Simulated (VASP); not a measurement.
# InW2O6 (Fm-3m) in VASP: further runs

InW2O6 is run at these levels: PBE; tasks: single point, relaxation of cell and atoms.

Everything below comes from runs of VASP 6.6.1. Logs are shortened: lines on timing, memory, paths and dates and some standing lists are left out, and cuts for length are marked.

## Step 1: The cell of the first run

It takes space group Fm-3m (No. 225, cubic). The conventional cell has a = 7.827 Å, b = 7.827 Å, c = 7.827 Å, α = 90.00°, β = 90.00°, γ = 90.00°. In (site symmetry m-3m) has 12 O at 2.77 Å and 8 W at 3.39 Å within 3.6 Å. W (site symmetry -43m) has 6 O at 1.96 Å within 2.6 Å. Within 2.6 Å of O (site symmetry mmm) lie 2 W at 1.96 Å.

## Step 2: Single point, PBE

The input, INCAR:

```
ALGO = Normal
EDIFF = 1E-6
ENCUT = 520
GGA = PE
ISIF = 2
ISMEAR = -1
LASPH = True
LCHARG = False
LREAL = False
LWAVE = False
NBANDS = 48
NELM = 100
PREC = Accurate
SIGMA = 0.05
```

The input, KPOINTS:

```
k-points
0
Gamma
  5 5 5
```

The input, POSCAR:

```
InW2O6
1.0
    0.0000000000      3.9133953520      3.9133953520
    3.9133953520      0.0000000000      3.9133953520
    3.9133953520      3.9133953520      0.0000000000
In W O
1 2 6
Direct
    0.5000000000      0.5000000000      0.5000000000
    0.2500000000      0.2500000000      0.2500000000
    0.7500000000      0.7500000000      0.7500000000
    0.5000000000      0.5000000000      0.0000000000
    0.0000000000      0.0000000000      0.5000000000
    0.0000000000      0.5000000000      0.5000000000
    0.5000000000      0.0000000000      0.0000000000
    0.5000000000      0.0000000000      0.5000000000
    0.0000000000      0.5000000000      0.0000000000
```

Potentials or basis: VASP PAW PBE potentials, release 64 (In_d, W_sv, O).

Command:

```
> cat potpaw_PBE.64/In_d/POTCAR potpaw_PBE.64/W_sv/POTCAR potpaw_PBE.64/O/POTCAR > POTCAR
> mpirun -np 1 vasp_std > vasp.out
```

OUTCAR:

```text
EDIFF = 1E-6
   ENCUT = 520
   GGA = PE
   ISIF = 2
   ISMEAR = -1
   LASPH = True
   LREAL = False
   NELM = 100
   PREC = Accurate

 ion  position               nearest neighbor table
   1  0.500  0.500  0.500-   4 2.77   6 2.77   8 2.77   4 2.77   7 2.77   9 2.77   5 2.77   7 2.77
                             8 2.77   5 2.77   6 2.77   9 2.77   3 3.39   2 3.39   2 3.39   3 3.39
   2  0.250  0.250  0.250-   4 1.96   5 1.96   6 1.96   7 1.96   8 1.96   9 1.96   1 3.39   1 3.39
                             1 3.39   1 3.39
   3  0.750  0.750  0.750-   4 1.96   5 1.96   6 1.96   7 1.96   8 1.96   9 1.96   1 3.39   1 3.39
                             1 3.39   1 3.39
   4  0.500  0.500  0.000-   2 1.96   3 1.96   1 2.77   1 2.77
   5  0.000  0.000  0.500-   2 1.96   3 1.96   1 2.77   1 2.77
   6  0.000  0.500  0.500-   2 1.96   3 1.96   1 2.77   1 2.77
   7  0.500  0.000  0.000-   2 1.96   3 1.96   1 2.77   1 2.77
   8  0.500  0.000  0.500-   2 1.96   3 1.96   1 2.77   1 2.77
   9  0.000  0.500  0.000-   2 1.96   3 1.96   1 2.77   1 2.77

  LATTYP: Found a face centered cubic cell.
 ALAT       =     7.8267907040

  Lattice vectors:

 A1 = (   0.0000000000,   3.9133953520,   3.9133953520)
 A2 = (   3.9133953520,   0.0000000000,   3.9133953520)
 A3 = (   3.9133953520,   3.9133953520,   0.0000000000)

Analysis of symmetry for initial positions (statically):
=====================================================================
 Subroutine PRICEL returns:
 Original cell was already a primitive cell.

 Routine SETGRP: Setting up the symmetry group for a
 face centered cubic supercell.

 Subroutine GETGRP returns: Found 48 space group operations
 (whereof 48 operations were pure point group operations)
 out of a pool of 48 trial point group operations.

The static configuration has the point symmetry O_h .

Analysis of symmetry for dynamics (positions and initial velocities):
=====================================================================
 Subroutine PRICEL returns:
 Original cell was already a primitive cell.

 Routine SETGRP: Setting up the symmetry group for a
 face centered cubic supercell.

 Subroutine GETGRP returns: Found 48 space group operations
 (whereof 48 operations were pure point group operations)
 out of a pool of 48 trial point group operations.

The dynamic configuration has the point symmetry O_h .

 Subroutine INISYM returns: Found 48 space group operations
 (whereof 48 operations are pure point group operations),
 and found     1 'primitive' translations

----------------------------------------------------------------------------------------

                                     Primitive cell

  volume of cell :     119.8647

  direct lattice vectors                    reciprocal lattice vectors
     0.000000000  3.913395352  3.913395352    -0.127766289  0.127766289  0.127766289
     3.913395352  0.000000000  3.913395352     0.127766289 -0.127766289  0.127766289
     3.913395352  3.913395352  0.000000000     0.127766289  0.127766289 -0.127766289

  length of vectors
     5.534376782  5.534376782  5.534376782     0.221297703  0.221297703  0.221297703

  position of ions in fractional coordinates (direct lattice)
     0.500000000  0.500000000  0.500000000
     0.250000000  0.250000000  0.250000000
     0.750000000  0.750000000  0.750000000
     0.500000000  0.500000000  0.000000000
     0.000000000  0.000000000  0.500000000
     0.000000000  0.500000000  0.500000000
     0.500000000  0.000000000  0.000000000
     0.500000000  0.000000000  0.500000000
     0.000000000  0.500000000  0.000000000

  ion indices of the primitive-cell ions
   primitive index   ion index
                 1           1
                 2           2
                 3           3
                 4           4
                 5           5
                 6           6
                 7           7
                 8           8
                 9           9

----------------------------------------------------------------------------------------

 KPOINTS: k-points

Automatic generation of k-mesh.
 Grid dimensions read from file:
 generate k-points for:    5    5    5

 Generating k-lattice:

  Cartesian coordinates                     Fractional coordinates (reciprocal lattice)
    -0.025553258  0.025553258  0.025553258     0.200000000  0.000000000  0.000000000
     0.025553258 -0.025553258  0.025553258     0.000000000  0.200000000  0.000000000
     0.025553258  0.025553258 -0.025553258     0.000000000  0.000000000  0.200000000

  Length of vectors
     0.044259541  0.044259541  0.044259541

  Shift w.r.t. Gamma in fractional coordinates (k-lattice)
     0.000000000  0.000000000  0.000000000

 Subroutine IBZKPT returns following result:
 ===========================================

 Found     10 irreducible k-points:

 Following reciprocal coordinates:
            Coordinates               Weight
  0.000000  0.000000  0.000000      1.000000
  0.200000  0.000000  0.000000      8.000000
  0.400000  0.000000  0.000000      8.000000
  0.200000  0.200000  0.000000      6.000000
  0.400000  0.200000  0.000000     24.000000
 -0.400000  0.200000  0.000000     24.000000
 -0.200000  0.200000  0.000000     12.000000
  0.400000  0.400000  0.000000      6.000000
 -0.400000  0.400000  0.000000     12.000000
 -0.400000  0.400000  0.200000     24.000000
   k-points           NKPTS =     10   k-points in BZ     NKDIM =     10   number of bands    NBANDS=     48
   number of dos      NEDOS =    301   number of ions     NIONS =      9
   total plane-waves  NPLWV =  74088
   dimension x,y,z NGX =    42 NGY =   42 NGZ =   42
   dimension x,y,z NGXF=    84 NGYF=   84 NGZF=   84
   ions per type =               1   2   6
   NGX,Y,Z   is equivalent  to a cutoff of  12.62, 12.62, 12.62 a.u.
   NGXF,Y,Z  is equivalent  to a cutoff of  25.23, 25.23, 25.23 a.u.
 SYSTEM =  unknown system
   PREC   = accura    normal or accurate (medium, high low for compatibility)
   ISTART =      0    job   : 0-new  1-cont  2-samecut
   ICHARG =      2    charge: 1-file 2-atom 10-const
   ISPIN  =      1    spin polarized calculation?
   LNONCOLLINEAR =      F non collinear calculations
   LSORBIT =      F    spin-orbit coupling
   LASPH  =      T    aspherical Exc in radial PAW
   ENCUT  =  520.0 eV  38.22 Ry    6.18 a.u.  10.29 10.29 10.29*2*pi/ulx,y,z
   NELM   =    100;   NELMIN=  2; NELMDL= -5     # of ELM steps
   EDIFF  = 0.1E-05   stopping-criterion for ELM
   LREAL  =      F    real-space projection
   EDIFFG = 0.1E-04   stopping-criterion for IOM
   NSW    =      0    number of steps for IOM
   IBRION =     -1    ionic relax: 0-MD 1-quasi-New 2-CG
   NFREE  =      0    steps in history (QN), initial steepest desc. (CG)
   ISIF   =      2    stress and relaxation
   ISYM   =      2    0-nonsym 1-usesym 2-fastsym
   POTIM  = 0.5000    time-step for ionic-motion
   TEBEG  =    0.0;   TEEND  =   0.0 temperature during run
   PSTRESS=    0.0 pullay stress
   NELECT =      77.0000    total number of electrons
   NUPDOWN=      -1.0000    fix difference up-down
   EMIN   =  10.00;   EMAX   =-10.00  energy-range for DOS
   EFERMI =   0.00;   METHOD = LEGACY
   ISMEAR =    -1;   SIGMA  =   0.05  broadening in eV -4-tet -1-fermi 0-gaus
   EFERMI_NEDOS =   21; number of points for ismear=-14 and -15
   IALGO  =     38    algorithm
   IMIX   =      4    mixing-type and parameters
     AMIX     =   0.40;   BMIX     =  1.00
     AMIX_MAG =   1.60;   BMIX_MAG =  1.00
  volume/ion in A,a.u.               =      13.32        89.88
  Fermi-wavevector in a.u.,A,eV,Ry     =   1.412564  2.669358 27.148194  1.995336
  Thomas-Fermi vector in A             =   2.534299
   LORBIT       =      0    0 simple, 1 ext, 2 COOP (PROOUT), +10 PAW based schemes
   GGA     = PE    functional components
   LHFCALC =     F    Hartree Fock is set to
   AEXX    =    0.0000 exact exchange contribution
   IVDW    =     0    specifies the selected vdW correction
   LEPSILON=     F    determine dielectric tensor
   LRPA    =     F    only Hartree local field effects (RPA)
 non-spin polarized calculation
  energy-cutoff  :      520.00
  volume of cell :      119.86
 maximum number of plane-waves:      3263
 NGX is ok and might be reduce to    42
   NGX = 21   NGY = 21   NGZ = 21

 number of electron      77.0000012 magnetization

 Free energy of the ion-electron system (eV)
  ---------------------------------------------------
  ext. energy  EPLUGINS =         0.00000000
  ---------------------------------------------------
  free energy    TOTEN  =       -74.74280163 eV

  energy without entropy =      -74.72447557  energy(sigma->0) =      -74.73363860

 E-fermi :   5.4913     XC(G=0): -10.6169

 val. band max:        5.3903897772   @ k =  -0.4000   0.4000   0.2000
 cond. band min:       5.6061688789   @ k =  -0.2000   0.2000   0.0000
 fundamental gap:      0.2157791017
 Fermi energy:         5.4912714450

 k-point     1 :       0.0000    0.0000    0.0000
  band No.  band energies     occupation
      1     -70.6973      2.00000
      2     -70.6962      2.00000
      3     -34.9161      2.00000
      4     -34.9161      2.00000
      5     -34.9161      2.00000
      6     -34.8626      2.00000
[... 40 lines left out ...]
     47      11.1188      0.00000
     48      12.5476      0.00000

 k-point     2 :       0.2000    0.0000    0.0000
  band No.  band energies     occupation
      1     -70.6973      2.00000
      2     -70.6963      2.00000
      3     -34.9111      2.00000
      4     -34.9110      2.00000
      5     -34.9110      2.00000
      6     -34.8679      2.00000
[... 40 lines left out ...]
     47      11.1391      0.00000
     48      12.0411      0.00000

 k-point     3 :       0.4000    0.0000    0.0000
  band No.  band energies     occupation
      1     -70.6970      2.00000
      2     -70.6966      2.00000
      3     -34.8980      2.00000
      4     -34.8978      2.00000
      5     -34.8978      2.00000
      6     -34.8815      2.00000
[... 40 lines left out ...]
     47      11.1638      0.00000
     48      11.7300      0.00000

 k-point     4 :       0.2000    0.2000    0.0000
  band No.  band energies     occupation
      1     -70.6973      2.00000
      2     -70.6963      2.00000
      3     -34.9170      2.00000
      4     -34.9170      2.00000
      5     -34.8960      2.00000
      6     -34.8831      2.00000
[... 40 lines left out ...]
     47      11.2461      0.00000
     48      11.9137      0.00000

 k-point     5 :       0.4000    0.2000    0.0000
  band No.  band energies     occupation
      1     -70.6971      2.00000
      2     -70.6965      2.00000
      3     -34.9126      2.00000
      4     -34.9125      2.00000
      5     -34.9009      2.00000
      6     -34.8784      2.00000
[... 40 lines left out ...]
     47      11.2075      0.00000
     48      11.5080      0.00000

 k-point     6 :      -0.4000    0.2000    0.0000
  band No.  band energies     occupation
      1     -70.6968      2.00000
      2     -70.6968      2.00000
      3     -34.9141      2.00000
      4     -34.8994      2.00000
      5     -34.8992      2.00000
      6     -34.8799      2.00000
[... 40 lines left out ...]
     47      10.9534      0.00000
     48      11.1670      0.00000

 k-point     7 :      -0.2000    0.2000    0.0000
  band No.  band energies     occupation
      1     -70.6971      2.00000
      2     -70.6965      2.00000
      3     -34.9180      2.00000
      4     -34.8970      2.00000
      5     -34.8968      2.00000
      6     -34.8824      2.00000
[... 40 lines left out ...]
     47      11.1594      0.00000
     48      11.3163      0.00000

 k-point     8 :       0.4000    0.4000    0.0000
  band No.  band energies     occupation
      1     -70.6971      2.00000
      2     -70.6966      2.00000
      3     -34.9186      2.00000
      4     -34.9186      2.00000
      5     -34.9161      2.00000
      6     -34.8632      2.00000
[... 40 lines left out ...]
     47      10.6037      0.00000
     48      11.1760      0.00000

 k-point     9 :      -0.4000    0.4000    0.0000
  band No.  band energies     occupation
      1     -70.6969      2.00000
      2     -70.6967      2.00000
      3     -34.9211      2.00000
      4     -34.9136      2.00000
      5     -34.9135      2.00000
      6     -34.8655      2.00000
[... 40 lines left out ...]
     47       9.9119      0.00000
     48      10.7861      0.00000

 k-point    10 :      -0.4000    0.4000    0.2000
  band No.  band energies     occupation
      1     -70.6969      2.00000
      2     -70.6967      2.00000
      3     -34.9195      2.00000
      4     -34.9151      2.00000
      5     -34.8984      2.00000
      6     -34.8808      2.00000
[... 40 lines left out ...]
     47      10.2501      0.00000
     48      10.7479      0.00000

------------------------ aborting loop because EDIFF is reached ----------------------------------------

  FORCE on cell =-STRESS in cart. coord.  units (eV):
  Direction    XX          YY          ZZ          XY          YZ          ZX
  --------------------------------------------------------------------------------------
  -------------------------------------------------------------------------------------
  Total        0.9260665      0.9260665      0.9260665     -0.0000000      0.0000000     -0.0000000
  in kB       12.3783168     12.3783168     12.3783168     -0.0000000      0.0000000     -0.0000000
  external PRESSURE =      12.3783168 kB  Pullay stress =       0.0000000 kB

 VOLUME and BASIS-vectors are now :
 -----------------------------------------------------------------------------
  energy-cutoff  :      520.00
  volume of cell :      119.86
      direct lattice vectors                 reciprocal lattice vectors
     0.000000000  3.913395352  3.913395352    -0.127766289  0.127766289  0.127766289
     3.913395352  0.000000000  3.913395352     0.127766289 -0.127766289  0.127766289
     3.913395352  3.913395352  0.000000000     0.127766289  0.127766289 -0.127766289

 POSITION                                       TOTAL-FORCE (eV/Angst)
 -----------------------------------------------------------------------------------
      3.91340      3.91340      3.91340         0.000000      0.000000      0.000000
      1.95670      1.95670      1.95670        -0.000000      0.000000     -0.000000
      5.87009      5.87009      5.87009        -0.000000     -0.000000      0.000000
      1.95670      1.95670      3.91340         0.000000      0.000000      0.000000
      1.95670      1.95670      0.00000         0.000000      0.000000      0.000000
      3.91340      1.95670      1.95670         0.000000      0.000000      0.000000
      0.00000      1.95670      1.95670         0.000000      0.000000      0.000000
      1.95670      3.91340      1.95670         0.000000      0.000000      0.000000
      1.95670      0.00000      1.95670         0.000000      0.000000      0.000000
 -----------------------------------------------------------------------------------
    total drift:                               -0.000000     -0.000000     -0.000000

  FREE ENERGIE OF THE ION-ELECTRON SYSTEM (eV)
  ---------------------------------------------------
  free  energy   TOTEN  =       -74.7428016279 eV

  energy  without entropy=      -74.7244755720  energy(sigma->0) =      -74.73363860
```

Wall time 67 s (1 thread of Intel Xeon Platinum 8124M at 3.00GHz (Skylake/Cascade Lake), shared host); peak memory 0.27 GiB.

Results:

```
Free energy            : -74.7428 eV
Pressure               : 1.2 GPa
Band gap on the k mesh : zero (an odd number of electrons rules out a gap without spin polarisation)
```

Caveat: spin-orbit coupling is left out, which moves the levels of the heavy elements; an odd number of electrons without spin polarisation forces a metal; a magnetic or distorted state may lie lower.

[end of part 1 of 2]
